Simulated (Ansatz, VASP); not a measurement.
# C in VASP and in Ansatz

```
C
1.0
     2.63918    0.00000    0.00000
    -1.31959    2.13607    0.00000
     0.00000    0.00000    8.56531
C
4
Direct
  0.82689 0.00000 0.00250
  0.17311 0.00000 0.50250
  0.16022 0.66667 0.00250
  0.83978 0.33333 0.50250
```

Change from the starting cell: mode 4 frozen in at -0.427 Å, normal strain along x +0.0700.

Alike in both runs: task single point; functional PBE; k mesh 18 × 18 × 6; occupations gaussian, width 0.15 eV; no spin polarisation.

|  | VASP | Ansatz |
| --- | --- | --- |
| version | VASP 6.6.1 | Ansatz 0.2.0 |
| potentials or method | VASP PAW PBE potentials, release 64 (C), cutoff 520 eV | scalar-relativistic, plane waves, PAW |
| valence electrons in the cell | 16 | 16 |

|  | VASP | Ansatz | Ansatz less VASP |
| --- | --- | --- | --- |
| gap on the k mesh at the Fermi level (eV) | 0.67 | 0.67 | -0.002 |
| least direct gap on the mesh (eV) | 0.67 | 0.67 | -0.002 |
| pressure (GPa) | -17.7 | -18.0 | -0.28 |
| traceless stress, the component that is largest in VASP (GPa) | -28.75 | -28.84 | -0.094 |
| rms of the force components (eV/Å) | 0.199 | 0.189 | -0.0096 |

Atom by atom the forces differ by 0.010 eV/Å (rms over components). With one functional, cell and mesh, what is left measures potentials, basis and numerics.
